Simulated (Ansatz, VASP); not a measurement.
# One calculation of CoNiO2, two programs

File INCAR:

```
SYSTEM = CoNiO2
PREC     = Accurate       ! precision mode
ENCUT    = 520            ! plane-wave cutoff, eV
EDIFF    = 1E-6           ! SCF threshold, eV
ISMEAR   = -1             ! smearing method
SIGMA    = 0.05           ! smearing width, eV
LREAL    = .FALSE.        ! projectors in reciprocal space
LASPH    = .TRUE.         ! aspherical terms in the spheres
NELM     = 150            ! most SCF steps
ALGO     = Normal         ! electronic algorithm
ISIF     = 2              ! what is computed and relaxed
LWAVE    = .FALSE.        ! write WAVECAR
LCHARG   = .FALSE.        ! write CHGCAR
ISPIN    = 2              ! spin polarisation
MAGMOM   = 1 2 0 0        ! initial moments
LORBIT   = 11             ! projections on sites
LMAXMIX  = 4              ! l up to which the mixer works
NBANDS   = 28             ! bands
```

Contents of KPOINTS:

```
Automatic mesh
0
G
  9 9 6
  0 0 0
```

POSCAR

```
CoNiO2
1.0
    2.9527987338      0.0000000000      0.0000000000
    0.0000000000      2.9527987338      0.0000000000
    0.0000000000      0.0000000000      4.1360917330
Ni Co O
1 1 2
Direct
    0.0000000000      0.0000000000      0.0000000000
    0.5000000000      0.5000000000      0.5000000000
    0.0000000000      0.0000000000      0.5000000000
    0.5000000000      0.5000000000      0.0000000000
```

The input input.yaml:

```yaml
crystal:
  lattice:
    - [2.9527987338, 0.0, 0.0]
    - [0.0, 2.9527987338, 0.0]
    - [0.0, 0.0, 4.136091733]
  atoms:
    - { symbol: Ni, position: [0.0, 0.0, 0.0], spin: 1.0 }
    - { symbol: Co, position: [0.5, 0.5, 0.5], spin: 2.0 }
    - { symbol: O, position: [0.0, 0.0, 0.5] }
    - { symbol: O, position: [0.5, 0.5, 0.0] }
kpoints:
  mp_grid: { grid: [9, 9, 6] }
scf:
  occupations: { method: fermi_dirac, width: 0.05 }
hamiltonian:
  xc: lda
  pseudopotentials: { kind: all_electron, lapw: { basis_error: 0.002 } }
magnetization:
  spin_polarized: true
output:
  forces: true
  stress: true
  eigenvalues: true
```

Change from the starting cell: volume scaled by 0.94.

Alike in both runs: task single point; functional LDA; k mesh 9 × 9 × 6; occupations fermi-dirac, width 0.05 eV; collinear spin.

|  | VASP | Ansatz |
| --- | --- | --- |
| version | VASP 6.6.1 | Ansatz 0.2.0 |
| potentials or method | VASP PAW LDA potentials, release 64 (Ni, Co, O), cutoff 520 eV | all-electron LAPW, scalar-relativistic |

Ansatz gave:

```
gap on the k mesh at the Fermi level (eV)                     : none
pressure (GPa)                                                : -14.5
traceless stress, the component that is largest in VASP (GPa) : 0.17
net moment per atom (μB)                                      : 0.78
size of the moment on the site where the two differ most (μB) : 2.15
```

What did VASP give for the same quantities?

gap on the k mesh at the Fermi level (eV): none; pressure (GPa): -16.2; traceless stress, the component that is largest in VASP (GPa): 0.38; net moment per atom (μB): 0.68; size of the moment on the site where the two differ most (μB): 1.92.

LDA's correlation is that of Perdew and Zunger in VASP and of Perdew and Wang (1992) in Ansatz. Site moments also hang on the region over which each program counts them. A gap of «none» marks a metal or a gap that the smearing closes. Ansatz ran all-electron here, and VASP with PAW potentials.
